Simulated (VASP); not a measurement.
BeS:

```
Be S
1.0
     0.00000    2.42500    2.42500
     2.42500    0.00000    2.42500
     2.42500    2.42500    0.00000
Be S
1 1
Direct
  0.00000 0.00000 0.00000
  0.75000 0.75000 0.75000
```

Base run:

```yaml
Program: VASP 6.6.1
Functional: revPBE
Potentials_or_basis: VASP PAW PBE potentials, release 64 (Be, S)
Cutoff: 600 eV
k_mesh: 8 × 8 × 8
Occupations: gaussian, width 0.05 eV
Spin: no spin polarisation
```

Its results: band gap on the k mesh 3.19 eV, indirect (least direct gap 5.71 eV); pressure 3.4 GPa.

The run is repeated on the same cell with these changes: functional from revPBE to PBE; dispersion from none to D4. What comes out?

Band gap on the k mesh 3.11 eV, indirect (least direct gap 5.67 eV); pressure -1.3 GPa.

Several settings changed at once, so the effect can't be laid on one alone.

Caveats: the PAW data sets were made with another functional, which shifts forces and pressure a little (some runs).

A k mesh can miss the band edges.
